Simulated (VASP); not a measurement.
TaNiN2: single point with PBE

TaNiN2:

```
CELL_PARAMETERS angstrom
3.12242 0.00000 0.00000
-1.56121 2.70409 0.00000
0.00000 -1.80273 5.82659
ATOMIC_POSITIONS crystal
Ta 0.50000 0.00000 0.50000
Ni 0.00000 0.00000 0.00000
N 0.10495 0.20990 0.31485
N 0.89505 0.79010 0.68515
```

| Quantity | Value |
| --- | --- |
| Program | VASP 6.6.1 |
| Task | single point |
| Functional | PBE |
| Potentials or basis | VASP PAW PBE potentials, release 64 (Ta_pv, Ni, N) |
| Cutoff | 520 eV |
| k mesh | 7 × 7 × 7 |
| Occupations | methfessel-paxton, width 0.0145 eV |
| Spin | no spin polarisation |

```json
{
  "Pressure": "0.6 GPa",
  "Largest force": "0.005 eV/Å",
  "Band gap on the k mesh": "zero (an odd number of electrons rules out a gap without spin polarisation)"
}
```

Forces on the atoms (eV/Å):
```
Ta   0.000  0.000  0.000
Ni   0.000  0.000  0.000
N    0.000  0.000 -0.005
N    0.000  0.000  0.005
```

Stress tensor (GPa, compression positive):
```
0.52 0.00 0.00
0.00 0.52 0.00
0.00 0.00 0.79
```

Levels at points of the mesh, in eV from the Fermi level:
```
           k point  band 12  band 13  band 14  band 15  band 16  band 17  band 18  band 19  band 20  band 21
(0.00, 0.00, 0.00)    -1.02    -0.92    -0.92    -0.84    -0.84     1.40     1.40     1.80     4.80     7.57
```

It took 59 s on 1 thread of AMD EPYC 7R43 64-Core Processor (Zen 3), with other jobs on the host, peak memory 0.17 GiB.

Caveat: spin-orbit coupling is left out, which moves the levels of the heavy elements; the run has no spin polarisation, though such a crystal can be magnetic. Spin polarisation is off, so any magnetic state and its effect on volume and gap are missing.
